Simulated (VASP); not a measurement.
Input of a VASP 6.6.1 run:

INCAR

```
SYSTEM = CsPbBr3
ALGO = Normal
EDIFF = 1E-6
ENCUT = 520
GGA = PE
ISIF = 2
ISMEAR = 0
LASPH = .TRUE.
LCHARG = .FALSE.
LREAL = .FALSE.
LWAVE = .FALSE.
NBANDS = 30
NELM = 100
PREC = Accurate
SIGMA = 0.01
```

KPOINTS

```
k-points
0
G
  4 4 4
  0 0 0
```

POSCAR

```
CsPbBr3
1.0
    5.9429615618      0.0000000000      0.0000000000
    0.0000000000      5.9429615618      0.0000000000
    0.0000000000      0.0000000000      5.9429615618
Cs Pb Br
1 1 3
Direct
    0.0000000000      0.0000000000      0.0000000000
    0.5000000000      0.5000000000      0.5000000000
    0.5000000000      0.5000000000      0.0000000000
    0.5000000000      0.0000000000      0.5000000000
    0.0000000000      0.5000000000      0.5000000000
```

Potentials or basis: VASP PAW PBE potentials, release 64 (Cs_sv, Pb_d, Br).

The run is started by

```console
$ cat potpaw_PBE.64/Cs_sv/POTCAR potpaw_PBE.64/Pb_d/POTCAR potpaw_PBE.64/Br/POTCAR > POTCAR
$ mpirun -np 1 vasp_std > vasp.out
```

**Question.** Estimate the band gap on the k mesh.

**Answer.** 1.67 eV, direct.

**Question.** Predict the pressure.

**Answer.** 0.7 GPa.

Caveat: spin-orbit coupling is left out, which moves the levels of the heavy elements. A k mesh can miss the band edges.
